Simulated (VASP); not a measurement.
# Ti (I4/mmm) in VASP: notebook

Ti is run at these levels: PBEsol; tasks: single point.

Everything below comes from runs of VASP 6.6.1. Logs are shortened: lines on timing, memory, paths and dates and some standing lists are left out, and cuts for length are marked.

## (1) The cell of the first run

It takes space group I4/mmm (No. 139, tetragonal). The conventional cell has a = 3.130 Å, b = 3.130 Å, c = 3.210 Å, α = 90.00°, β = 90.00°, γ = 90.00°. Ti (site symmetry 4/mmm) has 14 Ti at 2.73 to 3.21 Å within 3.6 Å.

## (2) Single point, PBEsol (strain -0.025 along x and y, +0.000 along z)

INCAR

```
ALGO = Fast
EDIFF = 1E-6
ENCUT = 520
GGA = PS
ISIF = 2
ISMEAR = 0
LASPH = True
LCHARG = False
LREAL = False
LWAVE = False
NBANDS = 12
NELM = 80
PREC = Accurate
SIGMA = 0.15
```

KPOINTS

```
k-points
0
Gamma
  26 26 26
```

POSCAR

```
Ti
1.0
   -1.5649881614      1.5649881614      1.6051160630
    1.5649881614     -1.5649881614      1.6051160630
    1.5649881614      1.5649881614     -1.6051160630
Ti
1
Direct
    0.0000000000      0.0000000000      0.0000000000
```

Potentials or basis: VASP PAW PBE potentials, release 64 (Ti_sv).

Launch:

```sh
cat potpaw_PBE.64/Ti_sv/POTCAR > POTCAR
mpirun -np 1 vasp_std > vasp.out
```

OUTCAR:

```text
EDIFF = 1E-6
   ENCUT = 520
   GGA = PS
   ISIF = 2
   ISMEAR = 0
   LASPH = True
   LREAL = False
   NELM = 80
   PREC = Accurate

 ion  position               nearest neighbor table
   1  0.000  0.000  0.000-

  LATTYP: Found a body centered tetragonal cell.
 ALAT       =     3.1299763228
 C/A-ratio  =     1.0256410257

  Lattice vectors:

 A1 = (  -1.5649881614,   1.5649881614,   1.6051160630)
 A2 = (   1.5649881614,  -1.5649881614,   1.6051160630)
 A3 = (   1.5649881614,   1.5649881614,  -1.6051160630)

Analysis of symmetry for initial positions (statically):
=====================================================================
 Subroutine PRICEL returns:
 Original cell was already a primitive cell.

 Routine SETGRP: Setting up the symmetry group for a
 body centered tetragonal supercell.

 Subroutine GETGRP returns: Found 16 space group operations
 (whereof 16 operations were pure point group operations)
 out of a pool of 16 trial point group operations.

The static configuration has the point symmetry D_4h.

Analysis of symmetry for dynamics (positions and initial velocities):
=====================================================================
 Subroutine PRICEL returns:
 Original cell was already a primitive cell.

 Routine SETGRP: Setting up the symmetry group for a
 body centered tetragonal supercell.

 Subroutine GETGRP returns: Found 16 space group operations
 (whereof 16 operations were pure point group operations)
 out of a pool of 16 trial point group operations.

The dynamic configuration has the point symmetry D_4h.

 Subroutine INISYM returns: Found 16 space group operations
 (whereof 16 operations are pure point group operations),
 and found     1 'primitive' translations

----------------------------------------------------------------------------------------

                                     Primitive cell

  volume of cell :      15.7249

  direct lattice vectors                    reciprocal lattice vectors
    -1.564988161  1.564988161  1.605116063     0.000000000  0.319491235  0.311503954
     1.564988161 -1.564988161  1.605116063     0.319491235  0.000000000  0.311503954
     1.564988161  1.564988161 -1.605116063     0.319491235  0.319491235  0.000000000

  length of vectors
     2.734003194  2.734003194  2.734003194     0.446216721  0.446216721  0.451828837

  position of ions in fractional coordinates (direct lattice)
     0.000000000  0.000000000  0.000000000

  ion indices of the primitive-cell ions
   primitive index   ion index
                 1           1

----------------------------------------------------------------------------------------

 KPOINTS: k-points

Automatic generation of k-mesh.
 Grid dimensions read from file:
 generate k-points for:   26   26   26

 Generating k-lattice:

  Cartesian coordinates                     Fractional coordinates (reciprocal lattice)
     0.000000000  0.012288124  0.011980921     0.038461538  0.000000000  0.000000000
     0.012288124  0.000000000  0.011980921     0.000000000  0.038461538  0.000000000
     0.012288124  0.012288124  0.000000000     0.000000000  0.000000000  0.038461538

  Length of vectors
     0.017162182  0.017162182  0.017378032

  Shift w.r.t. Gamma in fractional coordinates (k-lattice)
     0.000000000  0.000000000  0.000000000

 Subroutine IBZKPT returns following result:
 ===========================================

 Found   1330 irreducible k-points:

 Following reciprocal coordinates:
            Coordinates               Weight
  0.000000  0.000000  0.000000      1.000000
  0.038462  0.000000 -0.000000      8.000000
  0.076923  0.000000 -0.000000      8.000000
  0.115385  0.000000  0.000000      8.000000
  0.153846  0.000000 -0.000000      8.000000
  0.192308  0.000000 -0.000000      8.000000
[... 16 lines left out ...]
  0.346154  0.038462 -0.000000     16.000000
  0.384615  0.038462  0.000000     16.000000
 [... further k-points ...]
   k-points           NKPTS =   1330   k-points in BZ     NKDIM =   1330   number of bands    NBANDS=     12
   number of dos      NEDOS =    301   number of ions     NIONS =      1
   total plane-waves  NPLWV =   8000
   dimension x,y,z NGX =    20 NGY =   20 NGZ =   20
   dimension x,y,z NGXF=    40 NGYF=   40 NGZF=   40
   ions per type =               1
   NGX,Y,Z   is equivalent  to a cutoff of  12.16, 12.16, 12.16 a.u.
   NGXF,Y,Z  is equivalent  to a cutoff of  24.32, 24.32, 24.32 a.u.
 SYSTEM =  unknown system
   PREC   = accura    normal or accurate (medium, high low for compatibility)
   ISTART =      0    job   : 0-new  1-cont  2-samecut
   ICHARG =      2    charge: 1-file 2-atom 10-const
   ISPIN  =      1    spin polarized calculation?
   LNONCOLLINEAR =      F non collinear calculations
   LSORBIT =      F    spin-orbit coupling
   LASPH  =      T    aspherical Exc in radial PAW
   ENCUT  =  520.0 eV  38.22 Ry    6.18 a.u.   5.08  5.08  5.08*2*pi/ulx,y,z
   NELM   =     80;   NELMIN=  2; NELMDL= -5     # of ELM steps
   EDIFF  = 0.1E-05   stopping-criterion for ELM
   LREAL  =      F    real-space projection
   EDIFFG = 0.1E-04   stopping-criterion for IOM
   NSW    =      0    number of steps for IOM
   IBRION =     -1    ionic relax: 0-MD 1-quasi-New 2-CG
   NFREE  =      0    steps in history (QN), initial steepest desc. (CG)
   ISIF   =      2    stress and relaxation
   ISYM   =      2    0-nonsym 1-usesym 2-fastsym
   POTIM  = 0.5000    time-step for ionic-motion
   TEBEG  =    0.0;   TEEND  =   0.0 temperature during run
   PSTRESS=    0.0 pullay stress
   NELECT =      12.0000    total number of electrons
   NUPDOWN=      -1.0000    fix difference up-down
   EMIN   =  10.00;   EMAX   =-10.00  energy-range for DOS
   EFERMI =   0.00;   METHOD = LEGACY
   ISMEAR =     0;   SIGMA  =   0.15  broadening in eV -4-tet -1-fermi 0-gaus
   EFERMI_NEDOS =   21; number of points for ismear=-14 and -15
   IALGO  =     68    algorithm
   IMIX   =      4    mixing-type and parameters
     AMIX     =   0.40;   BMIX     =  1.00
     AMIX_MAG =   1.60;   BMIX_MAG =  1.00
  volume/ion in A,a.u.               =      15.72       106.12
  Fermi-wavevector in a.u.,A,eV,Ry     =   1.496026  2.827079 30.451104  2.238093
  Thomas-Fermi vector in A             =   2.608095
   LORBIT       =      0    0 simple, 1 ext, 2 COOP (PROOUT), +10 PAW based schemes
   GGA     = PS    functional components
   LHFCALC =     F    Hartree Fock is set to
   AEXX    =    0.0000 exact exchange contribution
   IVDW    =     0    specifies the selected vdW correction
   LEPSILON=     F    determine dielectric tensor
   LRPA    =     F    only Hartree local field effects (RPA)
 non-spin polarized calculation
 RMM-DIIS sequential band-by-band and
 Gauss-broadening in eV      SIGMA  =   0.15
  energy-cutoff  :      520.00
  volume of cell :       15.72
 maximum number of plane-waves:       438
   NGX = 11   NGY = 11   NGZ = 11

 number of electron      11.9999996 magnetization

 Free energy of the ion-electron system (eV)
  ---------------------------------------------------
  ext. energy  EPLUGINS =         0.00000000
  ---------------------------------------------------
  free energy    TOTEN  =        -8.23385914 eV

  energy without entropy =       -8.21155281  energy(sigma->0) =       -8.22270597

 E-fermi :   9.0260     XC(G=0): -12.1142

 val. band max:        9.0257289549   @ k =  -0.2308  -0.2308   0.1538
 cond. band min:       9.0261063616   @ k =  -0.4615   0.2308   0.0000
 fundamental gap:      0.0003774067
 Fermi energy:         9.0259870971

 k-point     1 :       0.0000    0.0000    0.0000
  band No.  band energies     occupation
      1     -47.0850      2.00000
      2     -22.8973      2.00000
      3     -22.8973      2.00000
      4     -22.8967      2.00000
      5       2.8742      2.00000
      6      10.0307      0.00000
      7      10.0307      0.00000
      8      10.2316      0.00000
      9      11.9716      0.00000
     10      12.2089      0.00000
     11      26.8496      0.00000
     12      27.3227      0.00000

 k-point     2 :       0.0385    0.0000   -0.0000
  band No.  band energies     occupation
      1     -47.0822      2.00000
      2     -22.9114      2.00000
      3     -22.9015      2.00000
      4     -22.8970      2.00000
      5       2.9300      2.00000
      6      10.0248      0.00000
      7      10.0345      0.00000
      8      10.2433      0.00000
      9      11.9468      0.00000
     10      12.2000      0.00000
     11      26.8414      0.00000
     12      27.2969      0.00000

 k-point     3 :       0.0769    0.0000   -0.0000
  band No.  band energies     occupation
      1     -47.0738      2.00000
      2     -22.9535      2.00000
      3     -22.9138      2.00000
      4     -22.8972      2.00000
      5       3.0950      2.00000
      6       9.9989      0.00000
      7      10.0024      0.00000
      8      10.3271      0.00000
      9      11.8745      0.00000
     10      12.1840      0.00000
     11      26.7674      0.00000
     12      27.1957      0.00000
[... 286 lines left out ...]
 k-point    23 :       0.3462    0.0385   -0.0000
  band No.  band energies     occupation
      1     -46.9200      2.00000
      2     -23.6808      2.00000
      3     -23.1355      2.00000
      4     -22.9048      2.00000
      5       6.0854      2.00000
      6       8.8219      1.94563
      7       9.5301      0.00000
      8      11.9242      0.00000
      9      12.3774      0.00000
     10      13.1118      0.00000
     11      20.8437      0.00000
     12      24.0142      0.00000

 k-point    24 :       0.3846    0.0385    0.0000
  band No.  band energies     occupation
      1     -46.9040      2.00000
      2     -23.7520      2.00000
      3     -23.1582      2.00000
      4     -22.9054      2.00000
      5       6.2500      2.00000
      6       8.7137      1.99676
      7       9.8187      0.00000
      8      11.9746      0.00000
      9      12.4407      0.00000
     10      13.4840      0.00000
     11      19.9711      0.00000
     12      23.6298      0.00000

 [... further k-points ...]

------------------------ aborting loop because EDIFF is reached ----------------------------------------

  FORCE on cell =-STRESS in cart. coord.  units (eV):
  Direction    XX          YY          ZZ          XY          YZ          ZX
  --------------------------------------------------------------------------------------
  -------------------------------------------------------------------------------------
  Total        0.5693876      0.5693876      0.6047406      0.0000000     -0.0000000      0.0000000
  in kB       58.0136276     58.0136276     61.6156715      0.0000000     -0.0000000      0.0000000
  external PRESSURE =      59.2143089 kB  Pullay stress =       0.0000000 kB

 VOLUME and BASIS-vectors are now :
 -----------------------------------------------------------------------------
  energy-cutoff  :      520.00
  volume of cell :       15.72
      direct lattice vectors                 reciprocal lattice vectors
    -1.564988161  1.564988161  1.605116063     0.000000000  0.319491235  0.311503954
     1.564988161 -1.564988161  1.605116063     0.319491235  0.000000000  0.311503954
     1.564988161  1.564988161 -1.605116063     0.319491235  0.319491235  0.000000000

 POSITION                                       TOTAL-FORCE (eV/Angst)
 -----------------------------------------------------------------------------------
      0.00000      0.00000      0.00000         0.000000      0.000000     -0.000000
 -----------------------------------------------------------------------------------
    total drift:                                0.000000      0.000000      0.000000

  FREE ENERGIE OF THE ION-ELECTRON SYSTEM (eV)
  ---------------------------------------------------
  free  energy   TOTEN  =        -8.2338591383 eV

  energy  without entropy=       -8.2115528096  energy(sigma->0) =       -8.22270597
```

It took 4.6 min on 1 thread of Intel Xeon Platinum 8259CL at 2.50GHz (Skylake/Cascade Lake), shared host; peak memory 0.34 GiB.

Results:

| Quantity | Value |
| --- | --- |
| Free energy | -8.2339 eV |
| Pressure | 5.9 GPa |
| Band gap on the k mesh | zero (bands 6 and 7 overlap by 1.75 eV) |

Stress tensor (GPa, compression positive):
```
5.80 0.00 0.00
0.00 5.80 0.00
0.00 0.00 6.16
```

Levels at points of the mesh, in eV from the Fermi level:
| k point | band 4 | band 5 | band 6 | band 7 | band 8 | band 9 |
| --- | --- | --- | --- | --- | --- | --- |
| (0.00, 0.00, 0.00) | -31.92 | -6.15 | 1.00 | 1.00 | 1.21 | 2.95 |
| (0.50, 0.00, 0.00) | -31.93 | -2.71 | -0.43 | 1.43 | 2.97 | 3.47 |
| (0.50, 0.50, 0.00) | -31.94 | -2.73 | -0.68 | 1.62 | 3.23 | 3.55 |
| (0.50, 0.50, 0.50) | -32.54 | -2.50 | -2.42 | 4.41 | 4.46 | 4.46 |

Caveat: the cell differs from its parent crystal (strain -0.025 along x and y, +0.000 along z); the cell stands under pressure; the PAW data sets were made with another functional, which shifts forces and pressure a little.

## (3) Single point, PBEsol (strain -0.025 along x and y, +0.025 along z)

Changes to INCAR since step 2:

```diff
@@ -11,3 +11,3 @@
 NBANDS = 12
-NELM = 80
+NELM = 100
 PREC = Accurate
```

KPOINTS is that of step 2.

POSCAR

```
Ti
1.0
   -1.5649881614      1.5649881614      1.6452439646
    1.5649881614     -1.5649881614      1.6452439646
    1.5649881614      1.5649881614     -1.6452439646
Ti
1
Direct
    0.0000000000      0.0000000000      0.0000000000
```

Potentials or basis: VASP PAW PBE potentials, release 64 (Ti_sv).

Launch:

```sh
cat potpaw_PBE.64/Ti_sv/POTCAR > POTCAR
mpirun -np 1 vasp_std > vasp.out
```

OUTCAR:

```text
EDIFF = 1E-6
   ENCUT = 520
   GGA = PS
   ISIF = 2
   ISMEAR = 0
   LASPH = True
   LREAL = False
   NELM = 100
   PREC = Accurate

 ion  position               nearest neighbor table
   1  0.000  0.000  0.000-

  LATTYP: Found a body centered tetragonal cell.
 ALAT       =     3.1299763228
 C/A-ratio  =     1.0512820513

  Lattice vectors:

 A1 = (  -1.5649881614,   1.5649881614,   1.6452439646)
 A2 = (   1.5649881614,  -1.5649881614,   1.6452439646)
 A3 = (   1.5649881614,   1.5649881614,  -1.6452439646)
[... 540 lines left out ...]
     12      23.2603      0.00000

 [... further k-points ...]

------------------------ aborting loop because EDIFF is reached ----------------------------------------

  FORCE on cell =-STRESS in cart. coord.  units (eV):
  Direction    XX          YY          ZZ          XY          YZ          ZX
  --------------------------------------------------------------------------------------
  -------------------------------------------------------------------------------------
  Total        0.2637926      0.2637926      0.3379296      0.0000000      0.0000000      0.0000000
  in kB       26.2216926     26.2216926     33.5911181      0.0000000      0.0000000      0.0000000
  external PRESSURE =      28.6781677 kB  Pullay stress =       0.0000000 kB

 VOLUME and BASIS-vectors are now :
 -----------------------------------------------------------------------------
  energy-cutoff  :      520.00
  volume of cell :       16.12
      direct lattice vectors                 reciprocal lattice vectors
    -1.564988161  1.564988161  1.645243965     0.000000000  0.319491235  0.303906296
     1.564988161 -1.564988161  1.645243965     0.319491235  0.000000000  0.303906296
     1.564988161  1.564988161 -1.645243965     0.319491235  0.319491235  0.000000000

 POSITION                                       TOTAL-FORCE (eV/Angst)
 -----------------------------------------------------------------------------------
      0.00000      0.00000      0.00000        -0.000000     -0.000000      0.000000
 -----------------------------------------------------------------------------------
    total drift:                               -0.000000      0.000000      0.000000

  FREE ENERGIE OF THE ION-ELECTRON SYSTEM (eV)
  ---------------------------------------------------
  free  energy   TOTEN  =        -8.2455903011 eV

  energy  without entropy=       -8.2220314768  energy(sigma->0) =       -8.23381089
```

OSZICAR:

```text
N       E                     dE             d eps       ncg     rms          rms(c)
DAV:   1     0.854930888067E+02    0.85493E+02   -0.65413E+03 32044   0.122E+03
DAV:   2    -0.508008646503E+01   -0.90573E+02   -0.88109E+02 32612   0.298E+02
DAV:   3    -0.918178954539E+01   -0.41017E+01   -0.40531E+01 43472   0.645E+01
[... 13 lines left out ...]
RMM:  17    -0.824558102800E+01    0.51593E-04   -0.48577E-04 49805   0.220E-01    0.107E-01
RMM:  18    -0.824558604903E+01   -0.50210E-05   -0.16583E-04 46556   0.139E-01    0.154E-02
RMM:  19    -0.824558863387E+01   -0.25848E-05   -0.16955E-05 39977   0.355E-02    0.284E-03
RMM:  20    -0.824558977357E+01   -0.11397E-05   -0.11328E-05 30286   0.165E-02    0.151E-03
RMM:  21    -0.824559030107E+01   -0.52750E-06   -0.58044E-06 25822   0.102E-02
   1 F= -.82455903E+01 E0= -.82338109E+01  d E =-.235588E-01
```

Wall time 5.2 min (1 thread of Intel Xeon Platinum 8259CL at 2.50GHz (Skylake/Cascade Lake), shared host); peak memory 0.36 GiB.

Results:

```
Free energy            : -8.2456 eV
Pressure               : 2.9 GPa
Band gap on the k mesh : zero (bands 6 and 7 overlap by 1.69 eV)
```

Stress tensor (GPa, compression positive):
```
2.62 0.00 0.00
0.00 2.62 0.00
0.00 0.00 3.36
```

Caveat: the cell differs from its parent crystal (strain -0.025 along x and y, +0.025 along z); the PAW data sets were made with another functional, which shifts forces and pressure a little.

## (4) Single point, PBEsol (strain +0.000 along x and y, -0.025 along z)

INCAR

```
ALGO = Fast ; EDIFF = 1E-6
ENCUT = 520 ; GGA = PS
ISIF = 2 ; ISMEAR = 0
LASPH = True ; LCHARG = True
LELF = True ; LREAL = False
LVHAR = True ; LWAVE = False
NBANDS = 12 ; NELM = 60
PREC = Accurate ; SIGMA = 0.15
```

KPOINTS is that of step 3.

POSCAR

```
Ti
1.0
   -1.6051160630      1.6051160630      1.5649881614
    1.6051160630     -1.6051160630      1.5649881614
    1.6051160630      1.6051160630     -1.5649881614
Ti
1
Direct
    0.0000000000      0.0000000000      0.0000000000
```

Launch:

```sh
cat potpaw_PBE.64/Ti_sv/POTCAR > POTCAR
mpirun -np 1 vasp_std > vasp.out
```

Run time: 5.3 min. Hardware: 1 thread of Intel Xeon Platinum 8259CL at 2.50GHz (Skylake/Cascade Lake), shared host; peak memory 0.36 GiB.

The run converged. Its results:

* Free energy: -8.2449 eV
* Pressure: 2.8 GPa
* Band gap on the k mesh: zero (bands 6 and 7 overlap by 1.75 eV)

Stress tensor (GPa, compression positive):
```
2.97 0.00 0.00
0.00 2.97 0.00
0.00 0.00 2.39
```

Levels at points of the mesh, in eV from the Fermi level:
```tsv
k point	band 3	band 4	band 5	band 6	band 7	band 8	band 9	band 10
(0.00, 0.00, 0.00)	-32.01	-32.01	-6.11	0.92	1.12	1.12	2.86	3.10
(0.50, 0.00, 0.00)	-32.28	-32.02	-2.65	-0.56	1.46	3.03	3.44	4.71
(0.50, 0.50, 0.00)	-32.26	-32.00	-2.64	-0.32	1.27	2.83	3.31	4.68
(0.50, 0.50, 0.50)	-32.61	-32.57	-2.40	-2.33	4.30	4.30	4.35	8.73
```

Caveat: the cell differs from its parent crystal (strain +0.000 along x and y, -0.025 along z); the PAW data sets were made with another functional, which shifts forces and pressure a little.

## (5) Summary

```tsv
cell	gap on the mesh (eV)	pressure (GPa)
a = 2.734 Å, angles 110.2, 110.2, 108.1°, 1 atom	none	5.9
a = 2.758 Å, angles 110.8, 110.8, 106.7°, 1 atom	none	2.9
a = 2.757 Å, angles 108.8, 108.8, 110.8°, 1 atom	none	2.8
```

Alike in all rows: task single point; level PBEsol; potentials or basis VASP PAW PBE potentials, release 64 (Ti_sv); no spin polarisation; k mesh 26 × 26 × 26; cutoff (eV) 520; smearing gaussian 0.15 eV.

Caveats: the PAW data sets were made with another functional, which shifts forces and pressure a little; the cell stands under pressure (at least some runs).

Total energies depend on the potentials used, so only differences within one code and one set of settings carry meaning.
